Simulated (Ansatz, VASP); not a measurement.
## Bi: VASP beside Ansatz

File INCAR:

```
PREC     = Accurate       # precision mode
ENCUT    = 520            # plane-wave cutoff, eV
EDIFF    = 1E-6           # SCF threshold, eV
ISMEAR   = 0              # smearing method
SIGMA    = 0.1            # smearing width, eV
LREAL    = F              # projectors in reciprocal space
LASPH    = T              # aspherical terms in the spheres
NELM     = 80             # most SCF steps
ALGO     = Normal         # electronic algorithm
ISIF     = 2              # what is computed and relaxed
LWAVE    = F              # write WAVECAR
LCHARG   = F              # write CHGCAR
GGA      = PE             # functional
NBANDS   = 14             # bands
```

The input KPOINTS:

```
Automatic mesh
0
Gamma
  16 16 16
```

POSCAR

```
Bi
1.0
   -2.0417056486      2.0417056486      2.0417056486
    2.0417056486     -2.0417056486      2.0417056486
    2.0417056486      2.0417056486     -2.0417056486
Bi
1
Direct
    0.0000000000      0.0000000000      0.0000000000
```

Input for Ansatz:

```yaml
crystal:
  lattice:
    - [-2.0417056486, 2.0417056486, 2.0417056486]
    - [2.0417056486, -2.0417056486, 2.0417056486]
    - [2.0417056486, 2.0417056486, -2.0417056486]
  atoms:
    - { symbol: Bi, position: [0.0, 0.0, 0.0] }
basis:
  ecutwfc: 420
kpoints:
  mp_grid: { grid: [16, 16, 16] }
hamiltonian:
  xc: pbe
scf:
  occupations: { method: gaussian, width: 0.1 }
output:
  forces: true
  stress: true
  eigenvalues: true
```

Alike in both runs: task single point; functional PBE; k mesh 16 × 16 × 16; occupations gaussian, width 0.1 eV; no spin polarisation.

|  | VASP | Ansatz |
| --- | --- | --- |
| version | VASP 6.6.1 | Ansatz 0.2.0 |
| potentials or method | VASP PAW PBE potentials, release 64 (Bi_d), cutoff 520 eV | scalar-relativistic, plane waves, PAW |
| valence electrons in the cell | 15 | 15 |

|  | VASP | Ansatz | Ansatz less VASP |
| --- | --- | --- | --- |
| gap on the k mesh at the Fermi level (eV) | none | none | - |
| pressure (GPa) | -3.2 | -3.2 | +0.06 |

A gap of «none» marks a metal or a gap that the smearing closes. The functional is the same, so the differences come from potentials, cutoffs and numerics.

Neither program's run includes spin-orbit coupling.
